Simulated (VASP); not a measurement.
# Ti12C13 in VASP: single point with LDA

Aim: the single point of Ti12C13 with LDA.

Everything below comes from runs of VASP 6.6.1. Logs are shortened: lines on timing, memory, paths and dates and some standing lists are left out, and cuts for length are marked.

### Step 1. The cell of the first run

The cell holds a slab with vacuum, 25 atoms: a = 6.026 Å, b = 6.026 Å, c = 19.733 Å, α = 90.00°, β = 90.00°, γ = 90.00°.

### Step 2. Single point, LDA

File INCAR:

```
ALGO = Normal
DIPOL = 0.5 0.5 0.316
EDIFF = 1E-7
ENCUT = 520
GGA = CA
IDIPOL = 3
ISIF = 2
ISMEAR = 0
LASPH = True
LCHARG = False
LDIPOL = True
LREAL = Auto
LWAVE = False
NBANDS = 116
NELM = 100
PREC = Accurate
SIGMA = 0.1
```

File KPOINTS:

```
k-points
0
Gamma
  5 5 1
```

File POSCAR:

```
Ti12C13
1.0
    6.0257129976      0.0000000000      0.0000000000
    0.0000000000      6.0257129976      0.0000000000
    0.0000000000      0.0000000000     19.7334901523
Ti C
12 13
Direct
    0.2500000000      0.2500000000      0.2027010919
    0.2500000000      0.7500000000      0.2027010919
    0.7500000000      0.2500000000      0.2027010919
    0.7500000000      0.7500000000      0.2027010919
    0.0000000000      0.0000000000      0.3085376904
    0.0000000000      0.5000000000      0.3085376904
    0.5000000000      0.0000000000      0.3085376904
    0.5000000000      0.5000000000      0.3085376904
    0.2500000000      0.2500000000      0.4124330541
    0.2500000000      0.7500000000      0.4124330541
    0.7500000000      0.2500000000      0.4124330541
    0.7500000000      0.7500000000      0.4124330541
    0.0000000000      0.0000000000      0.2027010919
    0.0000000000      0.5000000000      0.2027010919
    0.5000000000      0.0000000000      0.2027010919
    0.5000000000      0.5000000000      0.2027010919
    0.2500000000      0.2500000000      0.3079312182
    0.2500000000      0.7500000000      0.3079312182
    0.7500000000      0.2500000000      0.3079312182
    0.7500000000      0.7500000000      0.3079312182
    0.0000000000      0.0000000000      0.4172343609
    0.0000000000      0.5000000000      0.4172343609
    0.5000000000      0.0000000000      0.4172343609
    0.5000000000      0.5000000000      0.4172343609
    0.0625000000      0.2500000000      0.4847235408
```

Potentials or basis: VASP PAW LDA potentials, release 64 (Ti_sv, C).

Launch:

```console
$ cat potpaw_LDA.64/Ti_sv/POTCAR potpaw_LDA.64/C/POTCAR > POTCAR
$ mpirun -np 1 vasp_std > vasp.out
```

OUTCAR:

```text
EDIFF = 1E-7
   ENCUT = 520
   GGA = CA
   ISIF = 2
   ISMEAR = 0
   LASPH = True
   LREAL = Auto
   NELM = 100
   PREC = Accurate

 ion  position               nearest neighbor table
   1  0.250  0.250  0.203-  17 2.08  14 2.13  15 2.13  16 2.13  13 2.13
   2  0.250  0.750  0.203-  18 2.08  14 2.13  15 2.13  16 2.13  13 2.13
   3  0.750  0.250  0.203-  19 2.08  14 2.13  15 2.13  16 2.13  13 2.13
   4  0.750  0.750  0.203-  20 2.08  14 2.13  15 2.13  16 2.13  13 2.13
   5  0.000  0.000  0.309-  13 2.09  17 2.13  18 2.13  19 2.13  20 2.13  21 2.14
   6  0.000  0.500  0.309-  14 2.09  17 2.13  18 2.13  19 2.13  20 2.13  22 2.14
   7  0.500  0.000  0.309-  15 2.09  17 2.13  18 2.13  19 2.13  20 2.13  23 2.14
   8  0.500  0.500  0.309-  16 2.09  17 2.13  18 2.13  19 2.13  20 2.13  24 2.14
   9  0.250  0.250  0.412-  25 1.82  17 2.06  22 2.13  23 2.13  24 2.13  21 2.13
  10  0.250  0.750  0.412-  18 2.06  21 2.13  22 2.13  23 2.13  24 2.13
  11  0.750  0.250  0.412-  19 2.06  21 2.13  22 2.13  23 2.13  24 2.13  25 2.36
  12  0.750  0.750  0.412-  20 2.06  21 2.13  22 2.13  23 2.13  24 2.13
  13  0.000  0.000  0.203-   5 2.09   2 2.13   3 2.13   4 2.13   1 2.13
  14  0.000  0.500  0.203-   6 2.09   2 2.13   3 2.13   4 2.13   1 2.13
  15  0.500  0.000  0.203-   7 2.09   2 2.13   3 2.13   4 2.13   1 2.13
  16  0.500  0.500  0.203-   8 2.09   2 2.13   3 2.13   4 2.13   1 2.13
  17  0.250  0.250  0.308-   9 2.06   1 2.08   6 2.13   7 2.13   8 2.13   5 2.13
  18  0.250  0.750  0.308-  10 2.06   2 2.08   6 2.13   7 2.13   8 2.13   5 2.13
  19  0.750  0.250  0.308-  11 2.06   3 2.08   6 2.13   7 2.13   8 2.13   5 2.13
  20  0.750  0.750  0.308-  12 2.06   4 2.08   6 2.13   7 2.13   8 2.13   5 2.13
  21  0.000  0.000  0.417-  25 2.05  10 2.13  11 2.13  12 2.13   9 2.13   5 2.14
  22  0.000  0.500  0.417-  25 2.05  10 2.13  11 2.13  12 2.13   9 2.13   6 2.14
  23  0.500  0.000  0.417-   9 2.13  10 2.13  11 2.13  12 2.13   7 2.14
  24  0.500  0.500  0.417-   9 2.13  10 2.13  11 2.13  12 2.13   8 2.14
  25  0.062  0.250  0.485-   9 1.82  21 2.05  22 2.05  11 2.36

  LATTYP: Found a simple tetragonal cell.
 ALAT       =     6.0257129976
 C/A-ratio  =     3.2748805262

  Lattice vectors:

 A1 = (   6.0257129976,   0.0000000000,   0.0000000000)
 A2 = (   0.0000000000,   6.0257129976,   0.0000000000)
 A3 = (   0.0000000000,   0.0000000000,  19.7334901523)

Analysis of symmetry for initial positions (statically):
=====================================================================
 Subroutine PRICEL returns:
 Original cell was already a primitive cell.

 Routine SETGRP: Setting up the symmetry group for a
 simple tetragonal supercell.

 Subroutine GETGRP returns: Found  2 space group operations
 (whereof  1 operations were pure point group operations)
 out of a pool of 16 trial point group operations.

The static configuration has the point symmetry C_1 .
 The point group associated with its full space group is C_1h.

Analysis of symmetry for dynamics (positions and initial velocities):
=====================================================================
 Subroutine PRICEL returns:
 Original cell was already a primitive cell.

 Routine SETGRP: Setting up the symmetry group for a
 simple tetragonal supercell.

 Subroutine GETGRP returns: Found  2 space group operations
 (whereof  1 operations were pure point group operations)
 out of a pool of 16 trial point group operations.

The dynamic configuration has the point symmetry C_1 .
 The point group associated with its full space group is C_1h.

 Subroutine INISYM returns: Found  2 space group operations
 (whereof  1 operations are pure point group operations),
 and found     1 'primitive' translations

----------------------------------------------------------------------------------------

                                     Primitive cell

  volume of cell :     716.5076

  direct lattice vectors                    reciprocal lattice vectors
     6.025712998  0.000000000  0.000000000     0.165955465  0.000000000  0.000000000
     0.000000000  6.025712998  0.000000000     0.000000000  0.165955465  0.000000000
     0.000000000  0.000000000 19.733490152     0.000000000  0.000000000  0.050675273

  length of vectors
     6.025712998  6.025712998 19.733490152     0.165955465  0.165955465  0.050675273

  position of ions in fractional coordinates (direct lattice)
     0.250000000  0.250000000  0.202701092
     0.250000000  0.750000000  0.202701092
     0.750000000  0.250000000  0.202701092
     0.750000000  0.750000000  0.202701092
     0.000000000  0.000000000  0.308537690
     0.000000000  0.500000000  0.308537690
[... 17 lines left out ...]
     0.500000000  0.500000000  0.417234361
     0.062500000  0.250000000  0.484723541
[... 48 lines left out ...]
     0.000000000  0.000000000  0.000000000

 Subroutine IBZKPT returns following result:
 ===========================================

 Found      9 irreducible k-points:

 Following reciprocal coordinates:
            Coordinates               Weight
  0.000000  0.000000  0.000000      1.000000
  0.200000  0.000000  0.000000      2.000000
  0.000000  0.200000  0.000000      2.000000
  0.400000  0.000000  0.000000      2.000000
  0.000000  0.400000  0.000000      2.000000
  0.200000  0.200000  0.000000      4.000000
  0.400000  0.200000  0.000000      4.000000
 -0.200000  0.400000  0.000000      4.000000
  0.400000  0.400000  0.000000      4.000000
   k-points           NKPTS =      9   k-points in BZ     NKDIM =      9   number of bands    NBANDS=    116
   number of dos      NEDOS =    301   number of ions     NIONS =     25
   total plane-waves  NPLWV = 345600
   dimension x,y,z NGX =    48 NGY =   48 NGZ =  150
   dimension x,y,z NGXF=    96 NGYF=   96 NGZF=  300
   ions per type =              12  13
   NGX,Y,Z   is equivalent  to a cutoff of  13.24, 13.24, 12.64 a.u.
   NGXF,Y,Z  is equivalent  to a cutoff of  26.49, 26.49, 25.27 a.u.
 SYSTEM =  unknown system
   PREC   = accura    normal or accurate (medium, high low for compatibility)
   ISTART =      0    job   : 0-new  1-cont  2-samecut
   ICHARG =      2    charge: 1-file 2-atom 10-const
   ISPIN  =      1    spin polarized calculation?
   LNONCOLLINEAR =      F non collinear calculations
   LSORBIT =      F    spin-orbit coupling
   LASPH  =      T    aspherical Exc in radial PAW
   ENCUT  =  520.0 eV  38.22 Ry    6.18 a.u.  11.20 11.20 36.69*2*pi/ulx,y,z
   NELM   =    100;   NELMIN=  2; NELMDL= -5     # of ELM steps
   EDIFF  = 0.1E-06   stopping-criterion for ELM
   LREAL  =      T    real-space projection
   EDIFFG = 0.1E-05   stopping-criterion for IOM
   NSW    =      0    number of steps for IOM
   IBRION =     -1    ionic relax: 0-MD 1-quasi-New 2-CG
   NFREE  =      0    steps in history (QN), initial steepest desc. (CG)
   ISIF   =      2    stress and relaxation
   ISYM   =      2    0-nonsym 1-usesym 2-fastsym
   POTIM  = 0.5000    time-step for ionic-motion
   TEBEG  =    0.0;   TEEND  =   0.0 temperature during run
   PSTRESS=    0.0 pullay stress
   NELECT =     196.0000    total number of electrons
   NUPDOWN=      -1.0000    fix difference up-down
   EMIN   =  10.00;   EMAX   =-10.00  energy-range for DOS
   EFERMI =   0.00;   METHOD = LEGACY
   ISMEAR =     0;   SIGMA  =   0.10  broadening in eV -4-tet -1-fermi 0-gaus
   EFERMI_NEDOS =   21; number of points for ismear=-14 and -15
   IALGO  =     38    algorithm
   IMIX   =      4    mixing-type and parameters
     AMIX     =   0.40;   BMIX     =  1.00
     AMIX_MAG =   1.60;   BMIX_MAG =  1.00
  volume/ion in A,a.u.               =      28.66       193.41
  Fermi-wavevector in a.u.,A,eV,Ry     =   1.062723  2.008255 15.366139  1.129379
  Thomas-Fermi vector in A             =   2.198183
   LORBIT       =      0    0 simple, 1 ext, 2 COOP (PROOUT), +10 PAW based schemes
   GGA     = CA    functional components
   LHFCALC =     F    Hartree Fock is set to
   AEXX    =    0.0000 exact exchange contribution
   IVDW    =     0    specifies the selected vdW correction
   LEPSILON=     F    determine dielectric tensor
   LRPA    =     F    only Hartree local field effects (RPA)
 non-spin polarized calculation
 Gauss-broadening in eV      SIGMA  =   0.10
  energy-cutoff  :      520.00
  volume of cell :      716.51
 maximum number of plane-waves:     19308
 NGX is ok and might be reduce to    48
   NGX = 23   NGY = 23   NGZ = 73

 dipolmoment           0.000000      0.000000     -0.129120 electrons x Angstroem

 number of electron     196.0000006 magnetization

 dipolmoment           0.000000      0.000000      0.309242 electrons x Angstroem

 Free energy of the ion-electron system (eV)
  ---------------------------------------------------
  ext. energy  EPLUGINS =         0.00000000
  ---------------------------------------------------
  free energy    TOTEN  =      -242.30053735 eV

  energy without entropy =     -242.27435870  energy(sigma->0) =     -242.28744802

 E-fermi :  -0.2330     XC(G=0):  -5.3565

 val. band max:       -0.2396228740   @ k =   0.2000   0.2000   0.0000
 cond. band min:      -0.1436802354   @ k =   0.4000   0.2000   0.0000
 fundamental gap:      0.0959426386
 Fermi energy:        -0.2330260207

 k-point     1 :       0.0000    0.0000    0.0000
  band No.  band energies     occupation
      1     -55.8874      2.00000
      2     -55.8548      2.00000
      3     -55.8460      2.00000
      4     -55.8293      2.00000
      5     -55.8112      2.00000
      6     -55.7882      2.00000
[... 1006 lines left out ...]
    109       2.1225      0.00000
    110       2.1826      0.00000
 [bands above 110 left out]

------------------------ aborting loop because EDIFF is reached ----------------------------------------

 vacuum level on the upper side and lower side of the slab       (xc-potential included)         0.741        -0.758

  FORCE on cell =-STRESS in cart. coord.  units (eV):
  Direction    XX          YY          ZZ          XY          YZ          ZX
  --------------------------------------------------------------------------------------
  -------------------------------------------------------------------------------------
  Total       -7.6308267    -16.5290288      4.2686702      0.0000000      0.0000000     -5.9873649
  in kB      -17.0632354    -36.9604399      9.5451420      0.0000000      0.0000000    -13.3883027
  external PRESSURE =     -14.8261777 kB  Pullay stress =       0.0000000 kB

 VOLUME and BASIS-vectors are now :
 -----------------------------------------------------------------------------
  energy-cutoff  :      520.00
  volume of cell :      716.51
      direct lattice vectors                 reciprocal lattice vectors
     6.025712998  0.000000000  0.000000000     0.165955465  0.000000000  0.000000000
     0.000000000  6.025712998  0.000000000     0.000000000  0.165955465  0.000000000
     0.000000000  0.000000000 19.733490152     0.000000000  0.000000000  0.050675273

 POSITION                                       TOTAL-FORCE (eV/Angst)
 -----------------------------------------------------------------------------------
      1.50643      1.50643      4.00000        -0.093360      0.000000      0.963538
      1.50643      4.51928      4.00000        -0.062960      0.000000      0.875498
      4.51928      1.50643      4.00000        -0.031569      0.000000      0.822376
      4.51928      4.51928      4.00000         0.006055      0.000000      0.894403
      0.00000      0.00000      6.08853         0.165385      0.338888     -0.141437
      0.00000      3.01286      6.08853         0.165385     -0.338888     -0.141437
[... 17 lines left out ...]
      3.01286      3.01286      8.23349         0.259765      0.345497     -0.203893
      0.37661      1.50643      9.56529        -4.390255      0.000000      0.083488
 -----------------------------------------------------------------------------------
    total drift:                               -0.001244     -0.000000      0.067435

  FREE ENERGIE OF THE ION-ELECTRON SYSTEM (eV)
  ---------------------------------------------------
  free  energy   TOTEN  =      -242.3005373478 eV

  energy  without entropy=     -242.2743586980  energy(sigma->0) =     -242.28744802

 vacuum level on the upper side and lower side of the slab         5.735         4.189
```

It took 33 min on 1 thread of AMD EPYC 9R45 (Zen 5), shared host; peak memory 0.79 GiB.

Results:

| Quantity | Value |
| --- | --- |
| Free energy | -242.3005 eV |
| Largest force | 4.615 eV/Å |
| Band gap on the k mesh | zero (band 98 reaches -0.07 eV, above the bottom of band 99 at -0.24 eV) |

Forces on the atoms (eV/Å):
```
Ti  -0.093  0.000  0.964
Ti  -0.063  0.000  0.875
Ti  -0.032  0.000  0.822
Ti   0.006  0.000  0.894
Ti   0.165  0.339 -0.141
Ti   0.165 -0.339 -0.141
Ti  -0.067  0.095  0.008
Ti  -0.067 -0.095  0.008
Ti   3.997  0.000 -2.307
Ti   0.701  0.000  0.261
Ti  -0.357  0.000  1.183
Ti  -0.564  0.000  0.236
C    0.003 -0.095 -1.068
C    0.003  0.095 -1.068
C    0.058  0.029 -0.980
C    0.058 -0.029 -0.980
C   -0.194  0.000 -0.971
C   -0.060  0.000  0.150
C   -0.019  0.000 -0.122
C    0.096  0.000  0.136
C    0.067  0.749  1.282
C    0.067 -0.749  1.282
C    0.260 -0.345 -0.204
C    0.260  0.345 -0.204
C   -4.390  0.000  0.083
```
